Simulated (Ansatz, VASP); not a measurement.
## One calculation of Eu, two programs

INCAR

```
SYSTEM = Eu
PREC = Accurate
ENCUT = 520
EDIFF = 1E-6
ISMEAR = -1
SIGMA = 0.05
LREAL = .FALSE.
LASPH = .TRUE.
NELM = 150
ALGO = Fast
ISIF = 2
LWAVE = .FALSE.
LCHARG = .FALSE.
ISPIN = 2
MAGMOM = 7
LORBIT = 11
LMAXMIX = 6
GGA = CA
NBANDS = 18
```

KPOINTS

```
regular mesh
0
G
  8 8 8
  0 0 0
```

File POSCAR:

```
Eu
1.0
   -2.3481683300      2.3481683300      2.3481683300
    2.3481683300     -2.3481683300      2.3481683300
    2.3481683300      2.3481683300     -2.3481683300
Eu
1
Direct
    0.0000000000      0.0000000000      0.0000000000
```

The input input.yaml:

```yaml
crystal:
  lattice:
    - [-2.34816833, 2.34816833, 2.34816833]
    - [2.34816833, -2.34816833, 2.34816833]
    - [2.34816833, 2.34816833, -2.34816833]
  atoms:
    - { symbol: Eu, position: [0.0, 0.0, 0.0], spin: 7.0 }
kpoints:
  mp_grid: { grid: [8, 8, 8] }
scf:
  occupations: { method: fermi_dirac, width: 0.05 }
hamiltonian:
  xc: lda
  pseudopotentials: { kind: all_electron, lapw: { basis_error: 0.001 } }
magnetization:
  spin_polarized: true
output:
  forces: true
  stress: true
  eigenvalues: true
```

Change from the starting cell: volume scaled by 1.06.

Alike in both runs: task single point; functional LDA; k mesh 8 × 8 × 8; occupations fermi-dirac, width 0.05 eV; collinear spin.

|  | VASP | Ansatz |
| --- | --- | --- |
| version | VASP 6.6.1 | Ansatz 0.2.0 |
| potentials or method | VASP PAW PBE potentials, release 64 (Eu), cutoff 520 eV | all-electron LAPW, scalar-relativistic |

```tsv
	VASP	Ansatz	Ansatz less VASP
gap on the k mesh at the Fermi level (eV)	none	none	-
pressure (GPa)	-4.1	-3.7	+0.38
net moment per atom (μB)	7.27	7.32	+0.048
size of the moment on the site where the two differ most (μB)	6.72	7.18	+0.460
```

VASP's potentials were made for PBE, not for LDA. LDA's correlation is that of Perdew and Zunger in VASP and of Perdew and Wang (1992) in Ansatz. Site moments also hang on the region over which each program counts them. A gap of «none» marks a metal or a gap that the smearing closes. Ansatz ran all-electron here, and VASP with PAW potentials.

Spin-orbit coupling is off throughout. Noted on Ansatz's run: the open f shell may have settled in a state that isn't the lowest.
